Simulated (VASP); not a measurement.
# MnS (Browneite) (F-43m) in VASP: further runs, part 2 of 2

VASP 6.6.1. Earlier steps stand in the parts before.

## Step 6: Single point, PBE (volume scaled by 1.040)

INCAR reads:

```
  PREC = Accurate
  ENCUT = 520
  EDIFF = 1E-7
  ISMEAR = 0
  SIGMA = 0.05
  LREAL = F
  LASPH = T
  NELM = 80
  ALGO = Normal
  ISIF = 2
  LWAVE = F
  LCHARG = F
  GGA = PE
  NBANDS = 16
```

KPOINTS reads:

```
regular mesh
0
Gamma
  10 10 10
```

POSCAR reads:

```
MnS
1.0
    0.0000000000      2.5215036721      2.5215036721
    2.5215036721      0.0000000000      2.5215036721
    2.5215036721      2.5215036721      0.0000000000
Mn S
1 1
Direct
    0.0000000000      0.0000000000      0.0000000000
    0.2500000000      0.2500000000      0.2500000000
```

Potentials or basis: VASP PAW PBE potentials, release 64 (Mn_pv, S).

The run is started by

```
cat potpaw_PBE.64/Mn_pv/POTCAR potpaw_PBE.64/S/POTCAR > POTCAR
mpirun -np 1 vasp_std > vasp.out
```

OUTCAR:

```text
PREC = Accurate
   ENCUT = 520
   EDIFF = 1E-7
   ISMEAR = 0
   LREAL = F
   LASPH = T
   NELM = 80
   ISIF = 2
   GGA = PE

 ion  position               nearest neighbor table
   1  0.000  0.000  0.000-   2 2.18   2 2.18   2 2.18   2 2.18
   2  0.250  0.250  0.250-   1 2.18   1 2.18   1 2.18   1 2.18

  LATTYP: Found a face centered cubic cell.
 ALAT       =     5.0430073442

  Lattice vectors:

 A1 = (   0.0000000000,   2.5215036721,   2.5215036721)
 A2 = (   2.5215036721,   0.0000000000,   2.5215036721)
 A3 = (   2.5215036721,   2.5215036721,   0.0000000000)

Analysis of symmetry for initial positions (statically):
=====================================================================
 Subroutine PRICEL returns:
 Original cell was already a primitive cell.

 Routine SETGRP: Setting up the symmetry group for a
 face centered cubic supercell.

 Subroutine GETGRP returns: Found 24 space group operations
 (whereof 24 operations were pure point group operations)
 out of a pool of 48 trial point group operations.

The static configuration has the point symmetry T_d .

Analysis of symmetry for dynamics (positions and initial velocities):
=====================================================================
 Subroutine PRICEL returns:
 Original cell was already a primitive cell.

 Routine SETGRP: Setting up the symmetry group for a
 face centered cubic supercell.

 Subroutine GETGRP returns: Found 24 space group operations
 (whereof 24 operations were pure point group operations)
 out of a pool of 48 trial point group operations.

The dynamic configuration has the point symmetry T_d .

 Subroutine INISYM returns: Found 24 space group operations
 (whereof 24 operations are pure point group operations),
 and found     1 'primitive' translations

----------------------------------------------------------------------------------------

                                     Primitive cell

  volume of cell :      32.0633

  direct lattice vectors                    reciprocal lattice vectors
     0.000000000  2.521503672  2.521503672    -0.198294377  0.198294377  0.198294377
     2.521503672  0.000000000  2.521503672     0.198294377 -0.198294377  0.198294377
     2.521503672  2.521503672  0.000000000     0.198294377  0.198294377 -0.198294377

  length of vectors
     3.565944691  3.565944691  3.565944691     0.343455936  0.343455936  0.343455936

  position of ions in fractional coordinates (direct lattice)
     0.000000000  0.000000000  0.000000000
     0.250000000  0.250000000  0.250000000

  ion indices of the primitive-cell ions
   primitive index   ion index
                 1           1
                 2           2

----------------------------------------------------------------------------------------

 KPOINTS: regular mesh

Automatic generation of k-mesh.
 Grid dimensions read from file:
 generate k-points for:   10   10   10

 Generating k-lattice:

  Cartesian coordinates                     Fractional coordinates (reciprocal lattice)
    -0.019829438  0.019829438  0.019829438     0.100000000  0.000000000  0.000000000
     0.019829438 -0.019829438  0.019829438     0.000000000  0.100000000  0.000000000
     0.019829438  0.019829438 -0.019829438     0.000000000  0.000000000  0.100000000

  Length of vectors
     0.034345594  0.034345594  0.034345594

  Shift w.r.t. Gamma in fractional coordinates (k-lattice)
     0.000000000  0.000000000  0.000000000

 Subroutine IBZKPT returns following result:
 ===========================================

 Found     47 irreducible k-points:

 Following reciprocal coordinates:
            Coordinates               Weight
  0.000000  0.000000  0.000000      1.000000
  0.100000  0.000000  0.000000      8.000000
  0.200000  0.000000  0.000000      8.000000
  0.300000  0.000000  0.000000      8.000000
  0.400000  0.000000  0.000000      8.000000
  0.500000  0.000000  0.000000      4.000000
[... 16 lines left out ...]
  0.300000  0.300000  0.000000      6.000000
  0.400000  0.300000  0.000000     24.000000
 [... further k-points ...]
   k-points           NKPTS =     47   k-points in BZ     NKDIM =     47   number of bands    NBANDS=     16
   number of dos      NEDOS =    301   number of ions     NIONS =      2
   total plane-waves  NPLWV =  21952
   dimension x,y,z NGX =    28 NGY =   28 NGZ =   28
   dimension x,y,z NGXF=    56 NGYF=   56 NGZF=   56
   ions per type =               1   1
   NGX,Y,Z   is equivalent  to a cutoff of  13.05, 13.05, 13.05 a.u.
   NGXF,Y,Z  is equivalent  to a cutoff of  26.11, 26.11, 26.11 a.u.
 SYSTEM =  unknown system
   PREC   = accura    normal or accurate (medium, high low for compatibility)
   ISTART =      0    job   : 0-new  1-cont  2-samecut
   ICHARG =      2    charge: 1-file 2-atom 10-const
   ISPIN  =      1    spin polarized calculation?
   LNONCOLLINEAR =      F non collinear calculations
   LSORBIT =      F    spin-orbit coupling
   LASPH  =      T    aspherical Exc in radial PAW
   ENCUT  =  520.0 eV  38.22 Ry    6.18 a.u.   6.63  6.63  6.63*2*pi/ulx,y,z
   NELM   =     80;   NELMIN=  2; NELMDL= -5     # of ELM steps
   EDIFF  = 0.1E-06   stopping-criterion for ELM
   LREAL  =      F    real-space projection
   EDIFFG = 0.1E-05   stopping-criterion for IOM
   NSW    =      0    number of steps for IOM
   IBRION =     -1    ionic relax: 0-MD 1-quasi-New 2-CG
   NFREE  =      0    steps in history (QN), initial steepest desc. (CG)
   ISIF   =      2    stress and relaxation
   ISYM   =      2    0-nonsym 1-usesym 2-fastsym
   POTIM  = 0.5000    time-step for ionic-motion
   TEBEG  =    0.0;   TEEND  =   0.0 temperature during run
   PSTRESS=    0.0 pullay stress
   NELECT =      19.0000    total number of electrons
   NUPDOWN=      -1.0000    fix difference up-down
   EMIN   =  10.00;   EMAX   =-10.00  energy-range for DOS
   EFERMI =   0.00;   METHOD = LEGACY
   ISMEAR =     0;   SIGMA  =   0.05  broadening in eV -4-tet -1-fermi 0-gaus
   EFERMI_NEDOS =   21; number of points for ismear=-14 and -15
   IALGO  =     38    algorithm
   IMIX   =      4    mixing-type and parameters
     AMIX     =   0.40;   BMIX     =  1.00
     AMIX_MAG =   1.60;   BMIX_MAG =  1.00
  volume/ion in A,a.u.               =      16.03       108.19
  Fermi-wavevector in a.u.,A,eV,Ry     =   1.375065  2.598495 25.725931  1.890803
  Thomas-Fermi vector in A             =   2.500434
   LORBIT       =      0    0 simple, 1 ext, 2 COOP (PROOUT), +10 PAW based schemes
   GGA     = PE    functional components
   LHFCALC =     F    Hartree Fock is set to
   AEXX    =    0.0000 exact exchange contribution
   IVDW    =     0    specifies the selected vdW correction
   LEPSILON=     F    determine dielectric tensor
   LRPA    =     F    only Hartree local field effects (RPA)
 non-spin polarized calculation
 Gauss-broadening in eV      SIGMA  =   0.05
  energy-cutoff  :      520.00
  volume of cell :       32.06
 maximum number of plane-waves:       889
   NGX = 13   NGY = 13   NGZ = 13

 number of electron      19.0000013 magnetization

 Free energy of the ion-electron system (eV)
  ---------------------------------------------------
  ext. energy  EPLUGINS =         0.00000000
  ---------------------------------------------------
  free energy    TOTEN  =       -13.66118868 eV

  energy without entropy =      -13.65648828  energy(sigma->0) =      -13.65883848

 E-fermi :   6.7555     XC(G=0): -10.9461

 val. band max:        6.7462391135   @ k =  -0.4000   0.4000   0.2000
 cond. band min:       6.7593147612   @ k =   0.5000   0.3000   0.1000
 fundamental gap:      0.0130756477
 Fermi energy:         6.7554977719

 k-point     1 :       0.0000    0.0000    0.0000
  band No.  band energies     occupation
      1     -40.9045      2.00000
      2     -40.9045      2.00000
      3     -40.9045      2.00000
      4      -8.2165      2.00000
      5       2.2964      2.00000
      6       2.2964      2.00000
[... 8 lines left out ...]
     15      14.5314      0.00000
     16      14.5314      0.00000

 k-point     2 :       0.1000    0.0000    0.0000
  band No.  band energies     occupation
      1     -40.9064      2.00000
      2     -40.9048      2.00000
      3     -40.9048      2.00000
      4      -8.1218      2.00000
      5       2.0961      2.00000
      6       2.3276      2.00000
[... 8 lines left out ...]
     15      14.7417      0.00000
     16      14.7417      0.00000
[... 387 lines left out ...]
      5       0.9257      2.00000
      6       2.5907      2.00000
[... 8 lines left out ...]
     15      17.3801      0.00000
     16      17.7157      0.00000

 k-point    24 :       0.4000    0.3000    0.0000
  band No.  band energies     occupation
      1     -40.9201      2.00000
      2     -40.9108      2.00000
      3     -40.9102      2.00000
      4      -7.0260      2.00000
      5       0.7282      2.00000
      6       2.5626      2.00000
[... 8 lines left out ...]
     15      17.2688      0.00000
     16      17.9865      0.00000

 [... further k-points ...]
[... 5 lines left out ...]
  --------------------------------------------------------------------------------------
  -------------------------------------------------------------------------------------
  Total       -0.9231475     -0.9231475     -0.9231475      0.0000000      0.0000000      0.0000000
  in kB      -46.1288772    -46.1288772    -46.1288772      0.0000000      0.0000000      0.0000000
  external PRESSURE =     -46.1288772 kB  Pullay stress =       0.0000000 kB

 VOLUME and BASIS-vectors are now :
 -----------------------------------------------------------------------------
  energy-cutoff  :      520.00
  volume of cell :       32.06
      direct lattice vectors                 reciprocal lattice vectors
     0.000000000  2.521503672  2.521503672    -0.198294377  0.198294377  0.198294377
     2.521503672  0.000000000  2.521503672     0.198294377 -0.198294377  0.198294377
     2.521503672  2.521503672  0.000000000     0.198294377  0.198294377 -0.198294377

 POSITION                                       TOTAL-FORCE (eV/Angst)
 -----------------------------------------------------------------------------------
      0.00000      0.00000      0.00000         0.000000      0.000000      0.000000
      1.26075      1.26075      1.26075        -0.000000     -0.000000     -0.000000
 -----------------------------------------------------------------------------------
    total drift:                                0.000001      0.000001      0.000001

  FREE ENERGIE OF THE ION-ELECTRON SYSTEM (eV)
  ---------------------------------------------------
  free  energy   TOTEN  =       -13.6611886783 eV

  energy  without entropy=      -13.6564882768  energy(sigma->0) =      -13.65883848
```

OSZICAR:

```text
N       E                     dE             d eps       ncg     rms          rms(c)
DAV:   1     0.148601674173E+03    0.14860E+03   -0.10672E+04  1504   0.123E+03
DAV:   2    -0.882723571301E+01   -0.15743E+03   -0.15217E+03  1720   0.334E+02
DAV:   3    -0.151584025142E+02   -0.63312E+01   -0.62913E+01  1824   0.740E+01
DAV:   4    -0.152338340529E+02   -0.75432E-01   -0.75423E-01  1752   0.847E+00
DAV:   5    -0.152353467979E+02   -0.15127E-02   -0.15127E-02  1776   0.121E+00    0.147E+01
DAV:   6    -0.157337001008E+02   -0.49835E+00   -0.21712E+01  1528   0.555E+01    0.139E+01
DAV:   7    -0.136811972222E+02    0.20525E+01   -0.86539E+00  1504   0.384E+01    0.474E+00
DAV:   8    -0.136605318930E+02    0.20665E-01   -0.26047E-01  1520   0.526E+00    0.726E-01
DAV:   9    -0.136611279169E+02   -0.59602E-03   -0.19810E-02  1648   0.132E+00    0.267E-01
DAV:  10    -0.136611683507E+02   -0.40434E-04   -0.57778E-04  1960   0.221E-01    0.180E-01
DAV:  11    -0.136611942458E+02   -0.25895E-04   -0.19313E-04  1632   0.131E-01    0.488E-02
DAV:  12    -0.136611889117E+02    0.53341E-05   -0.59710E-05  1736   0.993E-02    0.210E-02
DAV:  13    -0.136611882476E+02    0.66404E-06   -0.77898E-06  1624   0.307E-02    0.636E-03
DAV:  14    -0.136611888982E+02   -0.65058E-06   -0.81238E-07  1656   0.929E-03    0.403E-03
DAV:  15    -0.136611886959E+02    0.20234E-06   -0.42660E-07  1608   0.847E-03    0.993E-04
DAV:  16    -0.136611886783E+02    0.17573E-07   -0.13882E-08   800   0.117E-03
   1 F= -.13661189E+02 E0= -.13658838E+02  d E =-.470040E-02
```

Run time: 74 s. Hardware: 1 thread of AMD EPYC 7R13, shared host; peak memory 0.14 GiB.

What came out:

- Free energy: -13.6612 eV
- Pressure: -4.6 GPa

Levels at points of the mesh, in eV from the Fermi level:
| k point | band 7 | band 8 | band 9 | band 10 | band 11 | band 12 |
| --- | --- | --- | --- | --- | --- | --- |
| (0.00, 0.00, 0.00) | -4.46 | -0.65 | -0.65 | 3.42 | 3.42 | 3.42 |
| (0.50, 0.00, 0.00) | -4.20 | -0.42 | -0.42 | -0.24 | 1.81 | 1.81 |
| (0.50, 0.50, 0.00) | -3.92 | -1.47 | -0.15 | -0.05 | 0.30 | 0.30 |

Caveat: the run has no spin polarisation, though such a crystal can be magnetic; semilocal functionals often make such compounds metallic where correlation or magnetic order opens a gap, which also shifts bond lengths. Spin polarisation is off, so any magnetic state and its effect on volume and gap are missing.

## Step 7: Summary

| cell | gap on the mesh (eV) | pressure (GPa) |
| --- | --- | --- |
| a = 3.472 Å, angles 60.0°, 2 atoms | none | 6.3 |
| a = 3.496 Å, angles 60.0°, 2 atoms | none | 3.1 |
| a = 3.520 Å, angles 60.0°, 2 atoms | none | 0.2 |
| a = 3.543 Å, angles 60.0°, 2 atoms | none | -2.3 |
| a = 3.566 Å, angles 60.0°, 2 atoms | none | -4.6 |

Alike in all rows: task single point; level PBE; potentials or basis VASP PAW PBE potentials, release 64 (Mn_pv, S); no spin polarisation; k mesh 10 × 10 × 10; cutoff (eV) 520; smearing gaussian 0.05 eV.

Caveats: the run has no spin polarisation, though such a crystal can be magnetic; semilocal functionals often make such compounds metallic where correlation or magnetic order opens a gap, which also shifts bond lengths.

Absolute energies hang on the potentials; compare differences alone.
